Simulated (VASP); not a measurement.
# SnO2 (Fm-3m) in VASP: further runs

Runs on SnO2. Level: r2SCAN. Tasks: single point.

Everything below comes from runs of VASP 6.6.1. Logs are shortened: lines on timing, memory, paths and dates and some standing lists are left out, and cuts for length are marked.

## (1) The cell of the first run

The structure is cubic, space group Fm-3m (No. 225). Conventional cell: a = 5.079 Å, b = 5.079 Å, c = 5.079 Å, α = 90.00°, β = 90.00°, γ = 90.00°. Within 2.9 Å of Sn (site symmetry m-3m) lie 8 O at 2.20 Å. O (site symmetry -43m) has 4 Sn at 2.20 Å and 6 O at 2.54 Å within 2.9 Å.

## (2) Single point, r2SCAN

Contents of POSCAR:

```
SnO2
1.0
    0.0000000000      2.5393599245      2.5393599245
    2.5393599245      0.0000000000      2.5393599245
    2.5393599245      2.5393599245      0.0000000000
Sn O
1 2
Direct
    0.0000000000      0.0000000000      0.0000000000
    0.7500000000      0.7500000000      0.7500000000
    0.2500000000      0.2500000000      0.2500000000
```

Contents of INCAR.step1:

```
SYSTEM = SnO2
PREC     = Accurate       ! precision mode
ENCUT    = 1480           ! plane-wave cutoff, eV
ISMEAR   = -1             ! smearing method
SIGMA    = 0.05           ! smearing width, eV
LREAL    = .False.        ! projectors in reciprocal space
LASPH    = .True.         ! aspherical terms in the spheres
NELM     = 120            ! most SCF steps
NBANDS   = 20             ! bands
GGA      = PE             ! functional
ALGO     = Normal         ! electronic algorithm
EDIFF    = 1E-5           ! SCF threshold, eV
LWAVE    = .True.         ! write WAVECAR
LCHARG   = .False.        ! write CHGCAR
GGA_COMPAT= .False.
```

Contents of INCAR.step2:

```
SYSTEM = SnO2
PREC     = Accurate       ! precision mode
ENCUT    = 1480           ! plane-wave cutoff, eV
EDIFF    = 1E-6           ! SCF threshold, eV
ISMEAR   = -1             ! smearing method
SIGMA    = 0.05           ! smearing width, eV
LREAL    = .False.        ! projectors in reciprocal space
LASPH    = .True.         ! aspherical terms in the spheres
NELM     = 120            ! most SCF steps
ALGO     = Normal         ! electronic algorithm
ISIF     = 2              ! what is computed and relaxed
LWAVE    = .False.        ! write WAVECAR
LCHARG   = .False.        ! write CHGCAR
METAGGA  = R2SCAN         ! meta-GGA
LMIXTAU  = .True.       
NBANDS   = 20             ! bands
ISTART   = 1            
GGA_COMPAT= .False.
```

Contents of KPOINTS:

```
Automatic mesh
0
Gamma
  9 9 9
  0 0 0
```

Potentials or basis: VASP PAW PBE potentials, release 64 (Sn_d, O_h).

The run is started by

```
$ cat potpaw_PBE.64/Sn_d/POTCAR potpaw_PBE.64/O_h/POTCAR > POTCAR
$ cp INCAR.step1 INCAR
$ mpirun -np 1 vasp_std > vasp.out
$ cp INCAR.step2 INCAR
$ mpirun -np 1 vasp_std > vasp.out
```

OUTCAR:

```text
SYSTEM = SnO2
   PREC = Accurate
   ENCUT = 1480
   EDIFF = 1E-6
   ISMEAR = -1
   LREAL = .False.
   LASPH = .True.
   NELM = 120
   ISIF = 2
   METAGGA = R2SCAN
   ISTART = 1

 ion  position               nearest neighbor table
   1  0.000  0.000  0.000-   2 2.20   3 2.20   2 2.20   2 2.20   2 2.20   3 2.20   3 2.20   3 2.20

   2  0.750  0.750  0.750-   1 2.20   1 2.20   1 2.20   1 2.20
   3  0.250  0.250  0.250-   1 2.20   1 2.20   1 2.20   1 2.20

  LATTYP: Found a face centered cubic cell.
 ALAT       =     5.0787198490

  Lattice vectors:

 A1 = (   0.0000000000,   2.5393599245,   2.5393599245)
 A2 = (   2.5393599245,   0.0000000000,   2.5393599245)
 A3 = (   2.5393599245,   2.5393599245,   0.0000000000)

Analysis of symmetry for initial positions (statically):
=====================================================================
 Subroutine PRICEL returns:
 Original cell was already a primitive cell.

 Routine SETGRP: Setting up the symmetry group for a
 face centered cubic supercell.

 Subroutine GETGRP returns: Found 48 space group operations
 (whereof 48 operations were pure point group operations)
 out of a pool of 48 trial point group operations.

The static configuration has the point symmetry O_h .

Analysis of symmetry for dynamics (positions and initial velocities):
=====================================================================
 Subroutine PRICEL returns:
 Original cell was already a primitive cell.

 Routine SETGRP: Setting up the symmetry group for a
 face centered cubic supercell.

 Subroutine GETGRP returns: Found 48 space group operations
 (whereof 48 operations were pure point group operations)
 out of a pool of 48 trial point group operations.

The dynamic configuration has the point symmetry O_h .

 Subroutine INISYM returns: Found 48 space group operations
 (whereof 48 operations are pure point group operations),
 and found     1 'primitive' translations

----------------------------------------------------------------------------------------

                                     Primitive cell

  volume of cell :      32.7494

  direct lattice vectors                    reciprocal lattice vectors
     0.000000000  2.539359924  2.539359924    -0.196900012  0.196900012  0.196900012
     2.539359924  0.000000000  2.539359924     0.196900012 -0.196900012  0.196900012
     2.539359924  2.539359924  0.000000000     0.196900012  0.196900012 -0.196900012

  length of vectors
     3.591197245  3.591197245  3.591197245     0.341040825  0.341040825  0.341040825

  position of ions in fractional coordinates (direct lattice)
     0.000000000  0.000000000  0.000000000
     0.750000000  0.750000000  0.750000000
     0.250000000  0.250000000  0.250000000

  ion indices of the primitive-cell ions
   primitive index   ion index
                 1           1
                 2           2
                 3           3

----------------------------------------------------------------------------------------

 KPOINTS: Automatic mesh

Automatic generation of k-mesh.
 Grid dimensions read from file:
 generate k-points for:    9    9    9

 Generating k-lattice:

  Cartesian coordinates                     Fractional coordinates (reciprocal lattice)
    -0.021877779  0.021877779  0.021877779     0.111111111  0.000000000  0.000000000
     0.021877779 -0.021877779  0.021877779     0.000000000  0.111111111  0.000000000
     0.021877779  0.021877779 -0.021877779     0.000000000  0.000000000  0.111111111

  Length of vectors
     0.037893425  0.037893425  0.037893425

  Shift w.r.t. Gamma in fractional coordinates (k-lattice)
     0.000000000  0.000000000  0.000000000

 Subroutine IBZKPT returns following result:
 ===========================================

 Found     35 irreducible k-points:

 Following reciprocal coordinates:
            Coordinates               Weight
  0.000000  0.000000  0.000000      1.000000
  0.111111  0.000000  0.000000      8.000000
  0.222222  0.000000  0.000000      8.000000
  0.333333  0.000000  0.000000      8.000000
  0.444444  0.000000  0.000000      8.000000
  0.111111  0.111111  0.000000      6.000000
[... 16 lines left out ...]
 -0.333333  0.333333  0.000000     12.000000
  0.444444  0.444444  0.000000      6.000000
 [... further k-points ...]
   k-points           NKPTS =     35   k-points in BZ     NKDIM =     35   number of bands    NBANDS=     20
   number of dos      NEDOS =    301   number of ions     NIONS =      3
   total plane-waves  NPLWV = 110592
   dimension x,y,z NGX =    48 NGY =   48 NGZ =   48
   dimension x,y,z NGXF=    96 NGYF=   96 NGZF=   96
   ions per type =               1   2
   NGX,Y,Z   is equivalent  to a cutoff of  22.22, 22.22, 22.22 a.u.
   NGXF,Y,Z  is equivalent  to a cutoff of  44.44, 44.44, 44.44 a.u.
 SYSTEM =  SnO2
   PREC   = accura    normal or accurate (medium, high low for compatibility)
   ISTART =      1    job   : 0-new  1-cont  2-samecut
   ICHARG =      0    charge: 1-file 2-atom 10-const
   ISPIN  =      1    spin polarized calculation?
   LNONCOLLINEAR =      F non collinear calculations
   LSORBIT =      F    spin-orbit coupling
   LASPH  =      T    aspherical Exc in radial PAW
   ENCUT  = 1480.0 eV 108.78 Ry   10.43 a.u.  11.26 11.26 11.26*2*pi/ulx,y,z
   NELM   =    120;   NELMIN=  2; NELMDL=  0     # of ELM steps
   EDIFF  = 0.1E-05   stopping-criterion for ELM
   LREAL  =      F    real-space projection
   EDIFFG = 0.1E-04   stopping-criterion for IOM
   NSW    =      0    number of steps for IOM
[... 5 lines left out ...]
   TEBEG  =    0.0;   TEEND  =   0.0 temperature during run
   PSTRESS=    0.0 pullay stress
   NELECT =      26.0000    total number of electrons
   NUPDOWN=      -1.0000    fix difference up-down
   EMIN   =  10.00;   EMAX   =-10.00  energy-range for DOS
   EFERMI =   0.00;   METHOD = LEGACY
   ISMEAR =    -1;   SIGMA  =   0.05  broadening in eV -4-tet -1-fermi 0-gaus
   EFERMI_NEDOS =   21; number of points for ismear=-14 and -15
   IALGO  =     38    algorithm
   IMIX   =      4    mixing-type and parameters
     AMIX     =   0.40;   BMIX     =  1.00
     AMIX_MAG =   1.60;   BMIX_MAG =  1.00
  volume/ion in A,a.u.               =      10.92        73.67
  Fermi-wavevector in a.u.,A,eV,Ry     =   1.515881  2.864599 31.264749  2.297894
  Thomas-Fermi vector in A             =   2.625345
   LORBIT       =      0    0 simple, 1 ext, 2 COOP (PROOUT), +10 PAW based schemes
   METAGGA = R2SCAN    functional components
   LHFCALC =     F    Hartree Fock is set to
   AEXX    =    0.0000 exact exchange contribution
   IVDW    =     0    specifies the selected vdW correction
   LEPSILON=     F    determine dielectric tensor
   LRPA    =     F    only Hartree local field effects (RPA)
 non-spin polarized calculation
  energy-cutoff  :     1480.00
  volume of cell :       32.75
 maximum number of plane-waves:      4279
 NGX is ok and might be reduce to    48
   NGX = 23   NGY = 23   NGZ = 23

 number of electron      26.0000001 magnetization

 Free energy of the ion-electron system (eV)
  ---------------------------------------------------
  ext. energy  EPLUGINS =         0.00000000
  ---------------------------------------------------
  free energy    TOTEN  =       -41.51189331 eV

  energy without entropy =      -41.51188993  energy(sigma->0) =      -41.51189162

 E-fermi :   8.5220     XC(G=0): -12.7288

 val. band max:        7.9793440343   @ k =  -0.3333   0.4444   0.2222
 cond. band min:       8.8567138592   @ k =   0.0000   0.0000   0.0000
 fundamental gap:      0.8773698249
 Fermi energy:         8.5219760839

 k-point     1 :       0.0000    0.0000    0.0000
  band No.  band energies     occupation
      1     -13.0819      2.00000
      2     -13.0819      2.00000
      3     -13.0819      2.00000
      4     -12.9000      2.00000
      5     -12.9000      2.00000
      6     -12.5512      2.00000
[... 12 lines left out ...]
     19      24.3019      0.00000
     20      24.3019      0.00000

 k-point     2 :       0.1111    0.0000    0.0000
  band No.  band energies     occupation
      1     -13.1493      2.00000
      2     -13.0719      2.00000
      3     -13.0719      2.00000
      4     -12.9005      2.00000
      5     -12.9005      2.00000
      6     -12.4199      2.00000
[... 12 lines left out ...]
     19      24.3407      0.00000
     20      24.3407      0.00000

 k-point     3 :       0.2222    0.0000    0.0000
  band No.  band energies     occupation
      1     -13.3364      2.00000
      2     -13.0500      2.00000
      3     -13.0500      2.00000
      4     -12.8980      2.00000
      5     -12.8980      2.00000
      6     -12.0014      2.00000
[... 12 lines left out ...]
     19      24.4307      0.00000
     20      24.6449      0.00000

 k-point     4 :       0.3333    0.0000    0.0000
  band No.  band energies     occupation
      1     -13.5416      2.00000
      2     -13.0332      2.00000
      3     -13.0332      2.00000
      4     -12.8868      2.00000
      5     -12.8868      2.00000
      6     -11.3487      2.00000
[... 12 lines left out ...]
     19      24.4559      0.00000
     20      25.0972      0.00000

 k-point     5 :       0.4444    0.0000    0.0000
  band No.  band energies     occupation
      1     -13.6676      2.00000
      2     -13.0275      2.00000
      3     -13.0275      2.00000
      4     -12.8740      2.00000
      5     -12.8740      2.00000
      6     -10.6415      2.00000
[... 12 lines left out ...]
     19      24.3192      0.00000
     20      24.6031      0.00000
[... 353 lines left out ...]
      6     -10.9416      2.00000
[... 12 lines left out ...]
     19      26.0093      0.00000
     20      27.8419      0.00000

 k-point    22 :      -0.4444    0.3333    0.0000
  band No.  band energies     occupation
      1     -13.6402      2.00000
      2     -13.1689      2.00000
      3     -12.9516      2.00000
      4     -12.9378      2.00000
      5     -12.8713      2.00000
      6     -10.3593      2.00000
[... 12 lines left out ...]
     19      25.8691      0.00000
     20      27.4302      0.00000

 k-point    23 :      -0.3333    0.3333    0.0000
  band No.  band energies     occupation
      1     -13.5220      2.00000
      2     -13.3285      2.00000
      3     -12.9510      2.00000
      4     -12.9337      2.00000
      5     -12.8895      2.00000
      6      -9.7945      2.00000
[... 12 lines left out ...]
     19      24.9717      0.00000
     20      28.2963      0.00000

 k-point    24 :       0.4444    0.4444    0.0000
  band No.  band energies     occupation
      1     -13.7529      2.00000
      2     -12.9716      2.00000
      3     -12.9184      2.00000
      4     -12.9184      2.00000
      5     -12.8574      2.00000
      6     -10.9165      2.00000
[... 12 lines left out ...]
     19      26.2618      0.00000
     20      27.0584      0.00000

 [... further k-points ...]

------------------------ aborting loop because EDIFF is reached ----------------------------------------

  FORCE on cell =-STRESS in cart. coord.  units (eV):
  Direction    XX          YY          ZZ          XY          YZ          ZX
  --------------------------------------------------------------------------------------
  -------------------------------------------------------------------------------------
  Total       -0.0852304     -0.0852304     -0.0852304      0.0000000      0.0000000      0.0000000
  in kB       -4.1696786     -4.1696786     -4.1696786      0.0000000      0.0000000      0.0000000
  external PRESSURE =      -4.1696786 kB  Pullay stress =       0.0000000 kB

 VOLUME and BASIS-vectors are now :
 -----------------------------------------------------------------------------
  energy-cutoff  :     1480.00
  volume of cell :       32.75
      direct lattice vectors                 reciprocal lattice vectors
     0.000000000  2.539359924  2.539359924    -0.196900012  0.196900012  0.196900012
     2.539359924  0.000000000  2.539359924     0.196900012 -0.196900012  0.196900012
     2.539359924  2.539359924  0.000000000     0.196900012  0.196900012 -0.196900012

 POSITION                                       TOTAL-FORCE (eV/Angst)
 -----------------------------------------------------------------------------------
      0.00000      0.00000      0.00000        -0.000000      0.000000     -0.000000
      3.80904      3.80904      3.80904         0.000000      0.000000      0.000000
      1.26968      1.26968      1.26968        -0.000000     -0.000000     -0.000000
 -----------------------------------------------------------------------------------
    total drift:                               -0.000000     -0.000000      0.000000

  FREE ENERGIE OF THE ION-ELECTRON SYSTEM (eV)
  ---------------------------------------------------
  free  energy   TOTEN  =       -41.5118933132 eV

  energy  without entropy=      -41.5118899280  energy(sigma->0) =      -41.51189162
```

Run time: 8.2 min. Hardware: 1 thread of AMD EPYC 7R43 (Zen 3), shared host; peak memory 0.39 GiB.

What came out:

```yaml
Free_energy: -41.5119 eV
Pressure: -0.4 GPa
Band_gap_on_the_k_mesh: 0.88 eV (least direct gap 2.21 eV)
```

Levels at points of the mesh, in eV from the valence-band top:
```
           k point  band 11  band 12  band 13  band 14  band 15  band 16
(0.00, 0.00, 0.00)    -1.33    -1.33    -1.33     0.88     7.97     7.97
```

Caveat: the PAW data sets were made with another functional, which shifts forces and pressure a little; spin-orbit coupling is left out, which moves the levels of the heavy elements; an odd mesh through Γ misses points on the zone boundary, where band edges can lie.

## (3) Single point, r2SCAN

This run uses another cell than the first one, of 10.69 Å³/atom.

Contents of POSCAR:

```
SnO2
1.0
    0.0000000000      2.5216015818      2.5216015818
    2.5216015818      0.0000000000      2.5216015818
    2.5216015818      2.5216015818      0.0000000000
Sn O
1 2
Direct
    0.0000000000      0.0000000000      0.0000000000
    0.7500000000      0.7500000000      0.7500000000
    0.2500000000      0.2500000000      0.2500000000
```

Contents of INCAR.step1:

```
SYSTEM = SnO2
ALGO = Normal
EDIFF = 1E-5
ENCUT = 1480
GGA = PE
GGA_COMPAT = .FALSE.
ISMEAR = -1
LASPH = .TRUE.
LCHARG = .FALSE.
LREAL = .FALSE.
LWAVE = .TRUE.
NBANDS = 20
NELM = 120
PREC = Accurate
SIGMA = 0.05
```

Contents of INCAR.step2:

```
SYSTEM = SnO2
ALGO = Normal
EDIFF = 1E-6
ENCUT = 1480
GGA_COMPAT = .FALSE.
ISIF = 2
ISMEAR = -1
ISTART = 1
LASPH = .TRUE.
LCHARG = .TRUE.
LELF = .TRUE.
LMIXTAU = .TRUE.
LREAL = .FALSE.
LVHAR = .TRUE.
LWAVE = .FALSE.
METAGGA = R2SCAN
NBANDS = 20
NELM = 120
PREC = Accurate
SIGMA = 0.05
```

Contents of KPOINTS:

```
k-points
0
G
  9 9 9
  0 0 0
```

Potentials or basis: VASP PAW PBE potentials, release 64 (Sn_d, O_h).

The run is started by

```
$ cat potpaw_PBE.64/Sn_d/POTCAR potpaw_PBE.64/O_h/POTCAR > POTCAR
$ cp INCAR.step1 INCAR
$ mpirun -np 1 vasp_std > vasp.out
$ cp INCAR.step2 INCAR
$ mpirun -np 1 vasp_std > vasp.out
```

Run time: 5.7 min. Hardware: 1 thread of Intel Xeon Platinum 8259CL at 2.50GHz (Skylake/Cascade Lake), shared host; peak memory 0.43 GiB.

Results (log left out):

```yaml
Free_energy: -41.5022 eV
Pressure: 4.6 GPa
Band_gap_on_the_k_mesh: 1.10 eV (least direct gap 2.48 eV)
```

Levels at points of the mesh, in eV from the valence-band top:
```
           k point  band 11  band 12  band 13  band 14  band 15  band 16
(0.00, 0.00, 0.00)    -1.37    -1.37    -1.37     1.10     8.05     8.05
```

Caveat: the cell stands under pressure; the PAW data sets were made with another functional, which shifts forces and pressure a little; spin-orbit coupling is left out, which moves the levels of the heavy elements; an odd mesh through Γ misses points on the zone boundary, where band edges can lie.
